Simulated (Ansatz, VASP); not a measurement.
Two plane-wave programs on Mg

The input POSCAR:

```
Mg
1.0
    2.8977848105      0.0000000000      0.0000000000
   -1.4488924053      2.5095552606      0.0000000000
    0.0000000000      0.0000000000      3.1970794485
Mg
1
Direct
    0.0000000000      0.0000000000      0.0000000000
```

INCAR.step1

```
SYSTEM = Mg
PREC = Accurate
ENCUT = 520
ISMEAR = 0
SIGMA = 0.15
LREAL = .False.
LASPH = .True.
NELM = 60
NBANDS = 7
GGA = PE
ALGO = Normal
EDIFF = 1E-4
LWAVE = .True.
LCHARG = .False.
```

Contents of INCAR.step2:

```
SYSTEM = Mg
PREC = Accurate
ENCUT = 520
EDIFF = 1E-6
ISMEAR = 0
SIGMA = 0.15
LREAL = .False.
LASPH = .True.
NELM = 60
ALGO = Normal
ISIF = 2
LWAVE = .False.
LCHARG = .False.
METAGGA = R2SCAN
LMIXTAU = .True.
NBANDS = 7
ISTART = 1
```

The input KPOINTS:

```
regular mesh
0
Gamma
  18 18 16
  0 0 0
```

Input for Ansatz:

```yaml
crystal:
  lattice:
    - [2.8977848105, 0.0, 0.0]
    - [-1.4488924053, 2.5095552606, 0.0]
    - [0.0, 0.0, 3.1970794485]
  atoms:
    - { symbol: Mg, position: [0.0, 0.0, 0.0] }
basis:
  ecutwfc: 500
kpoints:
  mp_grid: { grid: [18, 18, 16] }
hamiltonian:
  xc: r2scan
scf:
  occupations: { method: gaussian, width: 0.15 }
output:
  forces: true
  stress: true
  eigenvalues: true
```

Change from the starting cell: strain -0.050 along x and y, +0.050 along z, atoms carried along.

Alike in both runs: task single point; functional r2SCAN; k mesh 18 × 18 × 16; occupations gaussian, width 0.15 eV; no spin polarisation.

|  | VASP | Ansatz |
| --- | --- | --- |
| version | VASP 6.6.1 | Ansatz 0.2.0 |
| potentials or method | VASP PAW PBE potentials, release 64 (Mg), cutoff 520 eV | scalar-relativistic, plane waves, PAW |
| valence electrons in the cell | 2 | 10 |

|  | VASP | Ansatz | Ansatz less VASP |
| --- | --- | --- | --- |
| gap on the k mesh at the Fermi level (eV) | none | none | - |
| pressure (GPa) | 4.2 | 4.4 | +0.19 |
| traceless stress, the component that is largest in VASP (GPa) | -6.82 | -6.93 | -0.111 |

VASP's potentials were made for PBE, not for r2SCAN. A gap of «none» marks a metal or a gap that the smearing closes. VASP's potentials hold 2 valence electrons a cell and Ansatz's 10, so a difference there can come from the potentials and not from the codes.
